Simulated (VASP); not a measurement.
Set up this calculation in VASP 6.6.1, as the native input.

- Task: single point
- Functional: LDA
- Potentials or basis: VASP PAW LDA potentials, release 64 (C, H)
- Cutoff: 520 eV
- k mesh: 6 × 3 × 1
- Occupations: gaussian, width 0.1 eV
- Spin: no spin polarisation
- Dipole correction: yes
- Further INCAR settings: ALGO = Normal; EDIFF = 1e-07; NBANDS = 38

The structure of HC6 lies in POSCAR:

```
HC6
1.0
    4.8889075235      0.0000000000      0.0000000000
   -1.2222268809      8.7842777898      0.0000000000
    0.0000000000      0.0000000000     22.7472999250
C H
12 2
Direct
    0.0193593843      0.0774375370      0.1758450459
    0.5193593842      0.0774375370      0.1758450459
    0.2741992303      0.0967969212      0.2059521363
    0.7741992303      0.0967969212      0.2059521363
    0.2838789224      0.1355156897      0.2661663168
    0.7838789224      0.1355156897      0.2661663168
    0.0386178296      0.1544718076      0.2954947895
    0.5386178296      0.1544718076      0.2954947895
    0.0488209147      0.1952857701      0.3583563417
    0.5488209147      0.1952857701      0.3583563417
    0.3031079910      0.2124325380      0.3845423393
    0.8031079910      0.2124325380      0.3845423393
    0.0488209147      0.1434755077      0.4746629253
    0.0488209147      0.2470960325      0.4746629253
```

The input as run:

INCAR

```
SYSTEM = HC6
PREC = Accurate ; ENCUT = 520
EDIFF = 1E-7 ; ISMEAR = 0
SIGMA = 0.1 ; LREAL = .False.
LASPH = .True. ; NELM = 100
ALGO = Normal ; ISIF = 2
LWAVE = .False. ; LCHARG = .True.
LDIPOL = .True. ; IDIPOL = 3
DIPOL = 0.5 0.5 0.309 ; GGA = CA
LELF = .True. ; LVHAR = .True.
LVACPOTAV = .True. ; NBANDS = 38
```

KPOINTS

```
regular mesh
0
Gamma
  6 3 1
  0 0 0
```

Potentials or basis: VASP PAW LDA potentials, release 64 (C, H).

Run with:

```bash
$ cat potpaw_LDA.64/C/POTCAR potpaw_LDA.64/H/POTCAR > POTCAR
$ mpirun -np 1 vasp_std > vasp.out
```

It gave:

- Largest force: 3.215 eV/Å
- Band gap on the k mesh: 0.05 eV (least direct gap 0.07 eV)

Run time: 22 min on 1 thread of Oxide Virtual Turin-like Processor, on a shared host, peak memory 0.75 GiB.
